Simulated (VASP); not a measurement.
# WS2 in VASP: a series of runs

WS2 is run at these levels: r2SCANh, r2SCAN50, PBE0, PBE-based screened hybrid with 5 % exact exchange, PBE-based screened hybrid with 10 % exact exchange; tasks: single point.

All numbers are computed with VASP 6.6.1; they aren't measurements. Logs are shortened: lines on timing, memory, paths and dates and some standing lists are left out, and cuts for length are marked.

## 1. The cell of the first run

The cell holds a slab with vacuum, 3 atoms: a = 3.184 Å, b = 3.184 Å, c = 16.951 Å, α = 90.00°, β = 90.00°, γ = 120.00°.

## 2. Single point, r2SCANh

POSCAR

```
WS2
1.0
    3.1835163552      0.0000000000      0.0000000000
   -1.5917581776      2.7570060369      0.0000000000
    0.0000000000      0.0000000000     16.9505778900
W S
1 2
Direct
    0.0000000000      0.0000000000      0.0000000000
    0.3333333333      0.6666666667      0.0920005100
    0.3333333333      0.6666666667      0.9079994900
```

INCAR.step1

```
PREC = Accurate
ENCUT = 520
EDIFF = 1E-5
ISMEAR = -1
SIGMA = 0.05
LREAL = False
LASPH = True
NELM = 60
ALGO = Normal
ISIF = 2
LWAVE = True
LCHARG = False
GGA = PE
NBANDS = 20
```

INCAR.step2

```
PREC = Accurate
ENCUT = 520
EDIFF = 1E-6
ISMEAR = -1
SIGMA = 0.05
LREAL = False
LASPH = True
NELM = 60
ALGO = Normal
ISIF = 2
LWAVE = False
LCHARG = False
METAGGA = R2SCAN
LHFCALC = True
AEXX = 0.1
LMIXTAU = True
PRECFOCK = Normal
ISTART = 1
NBANDS = 20
```

KPOINTS

```
Automatic mesh
0
Gamma
  5 5 1
```

Potentials or basis: VASP PAW PBE potentials, release 64 (W_sv, S).

Started as:

```sh
$ cat potpaw_PBE.64/W_sv/POTCAR potpaw_PBE.64/S/POTCAR > POTCAR
$ cp INCAR.step1 INCAR
$ mpirun -np 1 vasp_std > vasp.out
$ cp INCAR.step2 INCAR
$ mpirun -np 1 vasp_std > vasp.out
```

OUTCAR:

```text
PREC = Accurate
   ENCUT = 520
   EDIFF = 1E-6
   ISMEAR = -1
   LREAL = False
   LASPH = True
   NELM = 60
   ISIF = 2
   METAGGA = R2SCAN
   LHFCALC = True
   AEXX = 0.1
   PRECFOCK = Normal
   ISTART = 1

 ion  position               nearest neighbor table
   1  0.000  0.000  0.000-   2 2.41   3 2.41   2 2.41   3 2.41   2 2.41   3 2.41
   2  0.333  0.667  0.092-   1 2.41   1 2.41   1 2.41
   3  0.333  0.667  0.908-   1 2.41   1 2.41   1 2.41

  LATTYP: Found a hexagonal cell.
 ALAT       =     3.1835163552
 C/A-ratio  =     5.3244827413

  Lattice vectors:

 A1 = (   3.1835163552,   0.0000000000,   0.0000000000)
 A2 = (  -1.5917581776,   2.7570060369,   0.0000000000)
 A3 = (   0.0000000000,   0.0000000000,  16.9505778900)

Analysis of symmetry for initial positions (statically):
=====================================================================
 Subroutine PRICEL returns:
 Original cell was already a primitive cell.

 Routine SETGRP: Setting up the symmetry group for a
 hexagonal supercell.

 Subroutine GETGRP returns: Found 12 space group operations
 (whereof 12 operations were pure point group operations)
 out of a pool of 24 trial point group operations.

The static configuration has the point symmetry D_3h.

Analysis of symmetry for dynamics (positions and initial velocities):
=====================================================================
 Subroutine PRICEL returns:
 Original cell was already a primitive cell.

 Routine SETGRP: Setting up the symmetry group for a
 hexagonal supercell.

 Subroutine GETGRP returns: Found 12 space group operations
 (whereof 12 operations were pure point group operations)
 out of a pool of 24 trial point group operations.

The dynamic configuration has the point symmetry D_3h.

 Subroutine INISYM returns: Found 12 space group operations
 (whereof 12 operations are pure point group operations),
 and found     1 'primitive' translations

----------------------------------------------------------------------------------------

                                     Primitive cell

  volume of cell :     148.7748

  direct lattice vectors                    reciprocal lattice vectors
     3.183516355  0.000000000  0.000000000     0.314118066  0.181356150  0.000000000
    -1.591758178  2.757006037  0.000000000     0.000000000  0.362712300  0.000000000
     0.000000000  0.000000000 16.950577890     0.000000000  0.000000000  0.058995039

  length of vectors
     3.183516355  3.183516355 16.950577890     0.362712300  0.362712300  0.058995039

  position of ions in fractional coordinates (direct lattice)
     0.000000000  0.000000000  0.000000000
     0.333333333  0.666666667  0.092000510
     0.333333333  0.666666667  0.907999490

  ion indices of the primitive-cell ions
   primitive index   ion index
                 1           1
                 2           2
                 3           3

----------------------------------------------------------------------------------------

 KPOINTS: Automatic mesh

Automatic generation of k-mesh.
 Grid dimensions read from file:
 generate k-points for:    5    5    1

 Generating k-lattice:

  Cartesian coordinates                     Fractional coordinates (reciprocal lattice)
     0.062823613  0.036271230  0.000000000     0.200000000 -0.000000000  0.000000000
     0.000000000  0.072542460  0.000000000     0.000000000  0.200000000  0.000000000
     0.000000000  0.000000000  0.058995039     0.000000000  0.000000000  1.000000000

  Length of vectors
     0.072542460  0.072542460  0.058995039

  Shift w.r.t. Gamma in fractional coordinates (k-lattice)
     0.000000000  0.000000000  0.000000000

 Subroutine IBZKPT returns following result:
 ===========================================

 Found      5 irreducible k-points:

 Following reciprocal coordinates:
            Coordinates               Weight
  0.000000  0.000000  0.000000      1.000000
  0.200000  0.000000  0.000000      6.000000
  0.400000 -0.000000  0.000000      6.000000
  0.200000  0.200000  0.000000      6.000000
  0.400000  0.200000  0.000000      6.000000
   k-points           NKPTS =      5   k-points in BZ     NKDIM =     25   number of bands    NBANDS=     20
   number of dos      NEDOS =    301   number of ions     NIONS =      3
   total plane-waves  NPLWV =  72576
   dimension x,y,z NGX =    24 NGY =   24 NGZ =  126
   dimension x,y,z NGXF=    48 NGYF=   48 NGZF=  252
   ions per type =               1   2
   NGX,Y,Z   is equivalent  to a cutoff of  12.53, 12.53, 12.36 a.u.
   NGXF,Y,Z  is equivalent  to a cutoff of  25.07, 25.07, 24.72 a.u.
 SYSTEM =  unknown system
   PREC   = accura    normal or accurate (medium, high low for compatibility)
   ISTART =      1    job   : 0-new  1-cont  2-samecut
   ICHARG =      0    charge: 1-file 2-atom 10-const
   ISPIN  =      1    spin polarized calculation?
   LNONCOLLINEAR =      F non collinear calculations
   LSORBIT =      F    spin-orbit coupling
   LASPH  =      T    aspherical Exc in radial PAW
   ENCUT  =  520.0 eV  38.22 Ry    6.18 a.u.   5.92  5.92 31.52*2*pi/ulx,y,z
   NELM   =     60;   NELMIN=  2; NELMDL=  0     # of ELM steps
   EDIFF  = 0.1E-05   stopping-criterion for ELM
   LREAL  =      F    real-space projection
   EDIFFG = 0.1E-04   stopping-criterion for IOM
   NSW    =      0    number of steps for IOM
   IBRION =     -1    ionic relax: 0-MD 1-quasi-New 2-CG
   NFREE  =      0    steps in history (QN), initial steepest desc. (CG)
   ISIF   =      2    stress and relaxation
   ISYM   =      3    0-nonsym 1-usesym 2-fastsym
   POTIM  = 0.5000    time-step for ionic-motion
   TEBEG  =    0.0;   TEEND  =   0.0 temperature during run
   PSTRESS=    0.0 pullay stress
   NELECT =      26.0000    total number of electrons
   NUPDOWN=      -1.0000    fix difference up-down
   EMIN   =  10.00;   EMAX   =-10.00  energy-range for DOS
   EFERMI =   0.00;   METHOD = LEGACY
   ISMEAR =    -1;   SIGMA  =   0.05  broadening in eV -4-tet -1-fermi 0-gaus
   EFERMI_NEDOS =   21; number of points for ismear=-14 and -15
   IALGO  =     38    algorithm
   IMIX   =      1    mixing-type and parameters
     AMIX     =   0.40;   BMIX     =  1.00
     AMIX_MAG =   1.60;   BMIX_MAG =  1.00
  volume/ion in A,a.u.               =      49.59       334.66
  Fermi-wavevector in a.u.,A,eV,Ry     =   0.915285  1.729637 11.398226  0.837746
  Thomas-Fermi vector in A             =   2.040009
   LORBIT       =      0    0 simple, 1 ext, 2 COOP (PROOUT), +10 PAW based schemes
   METAGGA = R2SCAN    functional components
   LHFCALC =     T    Hartree Fock is set to
   PRECFOCK=normal    Normal, Fast or Accurate (Low or Medium for compatibility)
   ENCUT4O =  -1.0   cutoff for four orbital integrals eV
   NKREDX  =     1    reduce k-point grid by
   NKREDY  =     1    reduce k-point grid by
   NKREDZ  =     1    reduce k-point grid by
   AEXX    =    0.1000 exact exchange contribution
   HFSCREEN=    0.0000 screening length (either q_TF or 0.3 A-1)
   HFSCREENC=   0.0000 screening length for correlation (either q_TF or 0.3 A-1)
   ENCUTFOCK=  -1.0 apply spherical cutoff to Coloumb kernel
   IVDW    =     0    specifies the selected vdW correction
   LEPSILON=     F    determine dielectric tensor
   LRPA    =     F    only Hartree local field effects (RPA)
 non-spin polarized calculation
  energy-cutoff  :      520.00
  volume of cell :      148.77
 maximum number of plane-waves:      4030
 NGX is ok and might be reduce to    24
  NGX = 18; NGY = 18; NGZ = 96

 number of electron      25.9999999 magnetization

 Free energy of the ion-electron system (eV)
  ---------------------------------------------------
  ext. energy  EPLUGINS =         0.00000000
  ---------------------------------------------------
  free energy    TOTEN  =       -68.24476461 eV

  energy without entropy =      -68.24476461  energy(sigma->0) =      -68.24476461

 E-fermi :  -0.3778     XC(G=0):  -4.1568

 val. band max:       -1.6709897606   @ k =   0.0000   0.0000   0.0000
 cond. band min:       1.1708781540   @ k =   0.2000   0.2000   0.0000
 fundamental gap:      2.8418679146
 Fermi energy:        -0.3777773495

 k-point     1 :       0.0000    0.0000    0.0000
  band No.  band energies     occupation
      1     -79.0415      2.00000
      2     -42.1114      2.00000
      3     -41.9451      2.00000
      4     -41.9451      2.00000
      5     -17.7256      2.00000
      6     -15.9338      2.00000
[... 12 lines left out ...]
     19       4.8388      0.00000
     20       4.9057      0.00000

 k-point     2 :       0.2000    0.0000    0.0000
  band No.  band energies     occupation
      1     -79.0343      2.00000
      2     -42.0868      2.00000
      3     -42.0803      2.00000
      4     -41.9767      2.00000
      5     -17.0607      2.00000
      6     -15.6997      2.00000
[... 12 lines left out ...]
     19       5.6733      0.00000
     20       6.3459      0.00000

 k-point     3 :       0.4000   -0.0000    0.0000
  band No.  band energies     occupation
      1     -79.0227      2.00000
      2     -42.2931      2.00000
      3     -42.0463      2.00000
      4     -42.0273      2.00000
      5     -15.7394      2.00000
      6     -15.2549      2.00000
[... 12 lines left out ...]
     19       6.9693      0.00000
     20       7.0403      0.00000

 k-point     4 :       0.2000    0.2000    0.0000
  band No.  band energies     occupation
      1     -79.0249      2.00000
      2     -42.2186      2.00000
      3     -42.0542      2.00000
      4     -42.0529      2.00000
      5     -16.0354      2.00000
      6     -15.3378      2.00000
[... 12 lines left out ...]
     19       7.0571      0.00000
     20       7.1928      0.00000

 k-point     5 :       0.4000    0.2000    0.0000
  band No.  band energies     occupation
      1     -79.0191      2.00000
      2     -42.2840      2.00000
      3     -42.1187      2.00000
      4     -42.0339      2.00000
      5     -15.2566      2.00000
      6     -15.0621      2.00000
[... 12 lines left out ...]
     19       7.7344      0.00000
     20       8.7416      0.00000

------------------------ aborting loop because EDIFF is reached ----------------------------------------

  FORCE on cell =-STRESS in cart. coord.  units (eV):
  Direction    XX          YY          ZZ          XY          YZ          ZX
  --------------------------------------------------------------------------------------
  -------------------------------------------------------------------------------------
  Total       -0.5996485     -0.5996485     -0.5972799      0.0000000      0.0000000      0.0000000
  in kB       -6.4577022     -6.4577022     -6.4321950      0.0000000      0.0000000      0.0000000
  external PRESSURE =      -6.4491998 kB  Pullay stress =       0.0000000 kB

 VOLUME and BASIS-vectors are now :
 -----------------------------------------------------------------------------
  energy-cutoff  :      520.00
  volume of cell :      148.77
      direct lattice vectors                 reciprocal lattice vectors
     3.183516355  0.000000000  0.000000000     0.314118066  0.181356150  0.000000000
    -1.591758178  2.757006037  0.000000000     0.000000000  0.362712300  0.000000000
     0.000000000  0.000000000 16.950577890     0.000000000  0.000000000  0.058995039

 POSITION                                       TOTAL-FORCE (eV/Angst)
 -----------------------------------------------------------------------------------
      0.00000      0.00000      0.00000        -0.000000     -0.000000     -0.000000
     -0.00000      1.83800      1.55946         0.000000     -0.000000     -0.169501
     -0.00000      1.83800     15.39112        -0.000000      0.000000      0.169501
 -----------------------------------------------------------------------------------
    total drift:                               -0.000000      0.000000      0.000000

  FREE ENERGIE OF THE ION-ELECTRON SYSTEM (eV)
  ---------------------------------------------------
  free  energy   TOTEN  =       -68.2447646068 eV

  energy  without entropy=      -68.2447646068  energy(sigma->0) =      -68.24476461
```

It took 10 min on 1 thread of Intel Xeon Platinum 8259CL at 2.50GHz (Skylake/Cascade Lake), shared host; peak memory 0.3 GiB.

Results:

```
Free energy            : -68.2448 eV
Largest force          : 0.170 eV/Å
Band gap on the k mesh : 2.84 eV (least direct gap 3.36 eV)
```

Forces on the atoms (eV/Å):
```
W    0.000  0.000  0.000
S    0.000  0.000 -0.170
S    0.000  0.000  0.170
```

Caveat: the k points lie up to 0.46 Å⁻¹ apart; there is no dipole correction, which matters where the two faces differ; the PAW data sets were made with another functional, which shifts forces and pressure a little; spin-orbit coupling is left out, which moves the levels of the heavy elements.

(Part 1 of 3 ends here.)
